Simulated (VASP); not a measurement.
# Au (P6_3/mmc) in VASP: single point with PBE

Aim: the single point of Au with PBE.

Everything below comes from runs of VASP 6.6.1. Logs are shortened: lines on timing, memory, paths and dates and some standing lists are left out, and cuts for length are marked.

### 1 The cell of the first run

The structure is hexagonal, space group P6_3/mmc (No. 194). Conventional cell: a = 3.026 Å, b = 3.026 Å, c = 4.886 Å, α = 90.00°, β = 90.00°, γ = 120.00°. Au (site symmetry -6m2) has 12 Au at 3.00 to 3.03 Å within 4.0 Å.

### 2 Single point, PBE

File INCAR:

```
SYSTEM = Au
PREC = Accurate ; ENCUT = 520
EDIFF = 1E-6 ; ISMEAR = 1
SIGMA = 0.09 ; LREAL = .FALSE.
LASPH = .TRUE. ; NELM = 60
ALGO = Normal ; ISIF = 2
LWAVE = .FALSE. ; LCHARG = .FALSE.
GGA = PE ; NBANDS = 18
```

File KPOINTS:

```
regular mesh
0
G
  13 13 7
  0 0 0
```

File POSCAR:

```
Au
1.0
    1.5127600000      2.6201740000      0.0000000000
   -1.5127600000      2.6201740000      0.0000000000
    0.0000000000      0.0000000000      4.8856750000
Au
2
Direct
    0.3333300000      0.3333400000      0.2500000000
    0.6666600000      0.6666700000      0.7500000000
```

Potentials or basis: VASP PAW PBE potentials, release 64 (Au).

Started as:

```bash
$ cat potpaw_PBE.64/Au/POTCAR > POTCAR
$ mpirun -np 1 vasp_std > vasp.out
```

OUTCAR:

```text
SYSTEM = Au
   PREC = Accurate
   ENCUT = 520
   EDIFF = 1E-6
   ISMEAR = 1
   LREAL = .FALSE.
   LASPH = .TRUE.
   NELM = 60
   ISIF = 2
   GGA = PE

 ion  position               nearest neighbor table
   1  0.333  0.333  0.250-   2 3.00   2 3.00   2 3.00   2 3.00   2 3.00   2 3.00
   2  0.667  0.667  0.750-   1 3.00   1 3.00   1 3.00   1 3.00   1 3.00   1 3.00

  LATTYP: Found a hexagonal cell.
 ALAT       =     3.0255172463
 C/A-ratio  =     1.6148230541

  Lattice vectors:

 A1 = (   1.5127600000,  -2.6201740000,   0.0000000000)
 A2 = (   1.5127600000,   2.6201740000,   0.0000000000)
 A3 = (   0.0000000000,   0.0000000000,   4.8856750000)

Analysis of symmetry for initial positions (statically):
=====================================================================
 Subroutine PRICEL returns:
 Original cell was already a primitive cell.

 Routine SETGRP: Setting up the symmetry group for a
 hexagonal supercell.

 Subroutine GETGRP returns: Found  8 space group operations
 (whereof  2 operations were pure point group operations)
 out of a pool of 24 trial point group operations.

The static configuration has the point symmetry C_2 .
 The point group associated with its full space group is D_2h.

Analysis of symmetry for dynamics (positions and initial velocities):
=====================================================================
 Subroutine PRICEL returns:
 Original cell was already a primitive cell.

 Routine SETGRP: Setting up the symmetry group for a
 hexagonal supercell.

 Subroutine GETGRP returns: Found  8 space group operations
 (whereof  2 operations were pure point group operations)
 out of a pool of 24 trial point group operations.

The dynamic configuration has the point symmetry C_2 .
 The point group associated with its full space group is D_2h.

 Subroutine INISYM returns: Found  8 space group operations
 (whereof  2 operations are pure point group operations),
 and found     1 'primitive' translations

----------------------------------------------------------------------------------------

                                     Primitive cell

  volume of cell :      38.7306

  direct lattice vectors                    reciprocal lattice vectors
     1.512760000  2.620174000  0.000000000     0.330521695  0.190827021  0.000000000
    -1.512760000  2.620174000  0.000000000    -0.330521695  0.190827021  0.000000000
     0.000000000  0.000000000  4.885675000     0.000000000  0.000000000  0.204680008

  length of vectors
     3.025517246  3.025517246  4.885675000     0.381653695  0.381653695  0.204680008

  position of ions in fractional coordinates (direct lattice)
     0.333330000  0.333340000  0.250000000
     0.666660000  0.666670000  0.750000000

  ion indices of the primitive-cell ions
   primitive index   ion index
                 1           1
                 2           2

----------------------------------------------------------------------------------------

 KPOINTS: regular mesh

Automatic generation of k-mesh.
 Grid dimensions read from file:
 generate k-points for:   13   13    7

 Generating k-lattice:

  Cartesian coordinates                     Fractional coordinates (reciprocal lattice)
     0.025424746  0.014679002  0.000000000     0.076923077  0.000000000  0.000000000
    -0.025424746  0.014679002  0.000000000     0.000000000  0.076923077  0.000000000
     0.000000000  0.000000000  0.029240001     0.000000000  0.000000000  0.142857143

  Length of vectors
     0.029357977  0.029357977  0.029240001

  Shift w.r.t. Gamma in fractional coordinates (k-lattice)
     0.000000000  0.000000000  0.000000000

 Subroutine IBZKPT returns following result:
 ===========================================

 Found    196 irreducible k-points:

 Following reciprocal coordinates:
            Coordinates               Weight
  0.000000  0.000000  0.000000      1.000000
  0.076923  0.000000  0.000000      4.000000
  0.076923  0.076923  0.000000      2.000000
  0.153846 -0.000000  0.000000      4.000000
  0.153846  0.153846  0.000000      2.000000
  0.230769  0.000000  0.000000      4.000000
[... 16 lines left out ...]
  0.307692  0.384615  0.000000      4.000000
 -0.076923  0.307692  0.000000      4.000000
 [... further k-points ...]
   k-points           NKPTS =    196   k-points in BZ     NKDIM =    196   number of bands    NBANDS=     18
   number of dos      NEDOS =    301   number of ions     NIONS =      2
   total plane-waves  NPLWV =  20736
   dimension x,y,z NGX =    24 NGY =   24 NGZ =   36
   dimension x,y,z NGXF=    48 NGYF=   48 NGZF=   72
   ions per type =               2
   NGX,Y,Z   is equivalent  to a cutoff of  13.19, 13.19, 12.25 a.u.
   NGXF,Y,Z  is equivalent  to a cutoff of  26.38, 26.38, 24.50 a.u.
 SYSTEM =  Au
   PREC   = accura    normal or accurate (medium, high low for compatibility)
   ISTART =      0    job   : 0-new  1-cont  2-samecut
   ICHARG =      2    charge: 1-file 2-atom 10-const
   ISPIN  =      1    spin polarized calculation?
   LNONCOLLINEAR =      F non collinear calculations
   LSORBIT =      F    spin-orbit coupling
   LASPH  =      T    aspherical Exc in radial PAW
   ENCUT  =  520.0 eV  38.22 Ry    6.18 a.u.   5.63  5.63  9.08*2*pi/ulx,y,z
   NELM   =     60;   NELMIN=  2; NELMDL= -5     # of ELM steps
   EDIFF  = 0.1E-05   stopping-criterion for ELM
   LREAL  =      F    real-space projection
   EDIFFG = 0.1E-04   stopping-criterion for IOM
   NSW    =      0    number of steps for IOM
   IBRION =     -1    ionic relax: 0-MD 1-quasi-New 2-CG
   NFREE  =      0    steps in history (QN), initial steepest desc. (CG)
   ISIF   =      2    stress and relaxation
   ISYM   =      2    0-nonsym 1-usesym 2-fastsym
   POTIM  = 0.5000    time-step for ionic-motion
   TEBEG  =    0.0;   TEEND  =   0.0 temperature during run
   PSTRESS=    0.0 pullay stress
   NELECT =      22.0000    total number of electrons
   NUPDOWN=      -1.0000    fix difference up-down
   EMIN   =  10.00;   EMAX   =-10.00  energy-range for DOS
   EFERMI =   0.00;   METHOD = LEGACY
   ISMEAR =     1;   SIGMA  =   0.09  broadening in eV -4-tet -1-fermi 0-gaus
   EFERMI_NEDOS =   21; number of points for ismear=-14 and -15
   IALGO  =     38    algorithm
   IMIX   =      4    mixing-type and parameters
     AMIX     =   0.40;   BMIX     =  1.00
     AMIX_MAG =   1.60;   BMIX_MAG =  1.00
  volume/ion in A,a.u.               =      19.37       130.68
  Fermi-wavevector in a.u.,A,eV,Ry     =   1.355806  2.562101 25.010356  1.838209
  Thomas-Fermi vector in A             =   2.482862
   LORBIT       =      0    0 simple, 1 ext, 2 COOP (PROOUT), +10 PAW based schemes
   GGA     = PE    functional components
   LHFCALC =     F    Hartree Fock is set to
   AEXX    =    0.0000 exact exchange contribution
   IVDW    =     0    specifies the selected vdW correction
   LEPSILON=     F    determine dielectric tensor
   LRPA    =     F    only Hartree local field effects (RPA)
 non-spin polarized calculation
 Methfessel and Paxton  Order N= 1 SIGMA  =   0.09
  energy-cutoff  :      520.00
  volume of cell :       38.73
 maximum number of plane-waves:      1087
   NGX = 11   NGY = 11   NGZ = 19

 number of electron      22.0000001 magnetization

 Free energy of the ion-electron system (eV)
  ---------------------------------------------------
  ext. energy  EPLUGINS =         0.00000000
  ---------------------------------------------------
  free energy    TOTEN  =        -6.35429773 eV

  energy without entropy =       -6.35389046  energy(sigma->0) =       -6.35416198

 E-fermi :   7.4809     XC(G=0): -11.9623

 val. band max:        7.4747109525   @ k =   0.4615   0.0000   0.4286
 cond. band min:       7.5085266943   @ k =  -0.0769   0.2308   0.2857
 fundamental gap:      0.0338157418
 Fermi energy:         7.4808908944

 k-point     1 :       0.0000    0.0000    0.0000
  band No.  band energies     occupation
      1      -1.0946      2.00000
      2       1.2776      2.00000
      3       3.4684      2.00000
      4       3.5182      2.00000
      5       3.5182      2.00000
      6       3.8027      2.00000
[... 10 lines left out ...]
     17      24.1127      0.00000
     18      24.1128      0.00000

 k-point     2 :       0.0769    0.0000    0.0000
  band No.  band energies     occupation
      1      -0.9331      2.00000
      2       1.3994      2.00000
      3       3.3129      2.00000
      4       3.6157      2.00000
      5       3.6635      2.00000
      6       3.7611      2.00000
[... 10 lines left out ...]
     17      23.8985      0.00000
     18      24.6017      0.00000

 k-point     3 :       0.0769    0.0769    0.0000
  band No.  band energies     occupation
      1      -0.9331      2.00000
      2       1.3994      2.00000
      3       3.3129      2.00000
      4       3.6157      2.00000
      5       3.6635      2.00000
      6       3.7611      2.00000
[... 10 lines left out ...]
     17      23.8985      0.00000
     18      24.6016      0.00000

 k-point     4 :       0.1538   -0.0000    0.0000
  band No.  band energies     occupation
      1      -0.4673      2.00000
      2       1.7130      2.00000
      3       3.1243      2.00000
      4       3.6171      2.00000
      5       3.7105      2.00000
      6       3.8959      2.00000
[... 10 lines left out ...]
     17      24.2470      0.00000
     18      24.5397      0.00000

 k-point     5 :       0.1538    0.1538    0.0000
  band No.  band energies     occupation
      1      -0.4673      2.00000
      2       1.7130      2.00000
      3       3.1243      2.00000
      4       3.6171      2.00000
      5       3.7105      2.00000
      6       3.8959      2.00000
[... 10 lines left out ...]
     17      24.2471      0.00000
     18      24.5396      0.00000

 k-point     6 :       0.2308    0.0000    0.0000
  band No.  band energies     occupation
      1       0.2310      2.00000
      2       1.9985      2.00000
      3       3.0779      2.00000
      4       3.1669      2.00000
      5       3.5141      2.00000
      6       3.7600      2.00000
[... 10 lines left out ...]
     17      22.9785      0.00000
     18      23.3707      0.00000

 k-point     7 :       0.2308    0.2308    0.0000
  band No.  band energies     occupation
      1       0.2310      2.00000
      2       1.9985      2.00000
      3       3.0779      2.00000
      4       3.1669      2.00000
      5       3.5141      2.00000
      6       3.7600      2.00000
[... 10 lines left out ...]
     17      22.9785      0.00000
     18      23.3707      0.00000

 k-point     8 :       0.3077   -0.0000    0.0000
  band No.  band energies     occupation
      1       0.9779      2.00000
      2       1.9833      2.00000
      3       2.6726      2.00000
      4       3.3284      2.00000
      5       3.5833      2.00000
      6       3.6019      2.00000
[... 10 lines left out ...]
     17      21.2888      0.00000
     18      23.2431      0.00000
[... 229 lines left out ...]
     17      22.0608      0.00000
     18      23.5217      0.00000

 k-point    20 :       0.2308    0.3077    0.0000
  band No.  band energies     occupation
      1       0.7243      2.00000
      2       2.1226      2.00000
      3       2.8822      2.00000
      4       3.0414      2.00000
      5       3.5402      2.00000
      6       3.5789      2.00000
[... 10 lines left out ...]
     17      22.0608      0.00000
     18      23.5217      0.00000

 k-point    21 :      -0.0769    0.2308    0.0000
  band No.  band energies     occupation
      1       0.7243      2.00000
      2       2.1226      2.00000
      3       2.8822      2.00000
      4       3.0415      2.00000
      5       3.5402      2.00000
      6       3.5789      2.00000
[... 10 lines left out ...]
     17      22.0608      0.00000
     18      23.5216      0.00000

 k-point    22 :       0.3846    0.0769    0.0000
  band No.  band energies     occupation
      1       1.3811      2.00000
      2       2.0025      2.00000
      3       2.4719      2.00000
      4       3.3798      2.00000
      5       3.4506      2.00000
      6       3.7313      2.00000
[... 10 lines left out ...]
     17      20.6039      0.00000
     18      22.5792      0.00000

 k-point    23 :       0.3077    0.3846    0.0000
  band No.  band energies     occupation
      1       1.3811      2.00000
      2       2.0025      2.00000
      3       2.4719      2.00000
      4       3.3798      2.00000
      5       3.4507      2.00000
      6       3.7313      2.00000
[... 10 lines left out ...]
     17      20.6038      0.00000
     18      22.5792      0.00000

 k-point    24 :      -0.0769    0.3077    0.0000
  band No.  band energies     occupation
      1       1.3811      2.00000
      2       2.0025      2.00000
      3       2.4719      2.00000
      4       3.3798      2.00000
      5       3.4507      2.00000
      6       3.7313      2.00000
[... 10 lines left out ...]
     17      20.6039      0.00000
     18      22.5792      0.00000

 [... further k-points ...]

------------------------ aborting loop because EDIFF is reached ----------------------------------------

  FORCE on cell =-STRESS in cart. coord.  units (eV):
  Direction    XX          YY          ZZ          XY          YZ          ZX
  --------------------------------------------------------------------------------------
  -------------------------------------------------------------------------------------
  Total       -2.2841044     -2.2840649     -1.5702448     -0.0000000     -0.0000000      0.0000000
  in kB      -94.4869418    -94.4853106    -64.9565891     -0.0000000     -0.0000000      0.0000000
  external PRESSURE =     -84.6429472 kB  Pullay stress =       0.0000000 kB

 VOLUME and BASIS-vectors are now :
 -----------------------------------------------------------------------------
  energy-cutoff  :      520.00
  volume of cell :       38.73
      direct lattice vectors                 reciprocal lattice vectors
     1.512760000  2.620174000  0.000000000     0.330521695  0.190827021  0.000000000
    -1.512760000  2.620174000  0.000000000    -0.330521695  0.190827021  0.000000000
     0.000000000  0.000000000  4.885675000     0.000000000  0.000000000  0.204680008

 POSITION                                       TOTAL-FORCE (eV/Angst)
 -----------------------------------------------------------------------------------
     -0.00002      1.74679      1.22142         0.000000     -0.000004     -0.000000
     -0.00002      3.49356      3.66426         0.000000      0.000004      0.000000
 -----------------------------------------------------------------------------------
    total drift:                               -0.000000      0.000000     -0.000000

  FREE ENERGIE OF THE ION-ELECTRON SYSTEM (eV)
  ---------------------------------------------------
  free  energy   TOTEN  =        -6.3542977347 eV

  energy  without entropy=       -6.3538904572  energy(sigma->0) =       -6.35416198
```

Run time: 50 s. Hardware: 1 thread of Intel Xeon Platinum 8375C at 2.90GHz (Ice Lake), shared host; peak memory 0.24 GiB.

Results:

| Quantity | Value |
| --- | --- |
| Free energy | -6.3543 eV |
| Pressure | -8.5 GPa |
| Band gap on the k mesh | zero (band 11 reaches 10.02 eV, above the bottom of band 12 at 5.15 eV) |

Stress tensor (GPa, compression positive):
```
-9.45  0.00  0.00
 0.00 -9.45  0.00
 0.00  0.00 -6.50
```

Levels at points of the mesh, in eV from the Fermi level:
| k point | band 8 | band 9 | band 10 | band 11 | band 12 | band 13 | band 14 | band 15 |
| --- | --- | --- | --- | --- | --- | --- | --- | --- |
| (0.00, 0.00, 0.00) | -3.32 | -3.32 | -2.07 | -2.07 | -0.30 | 2.55 | 14.37 | 16.24 |

Caveat: spin-orbit coupling is left out, which moves the levels of the heavy elements.
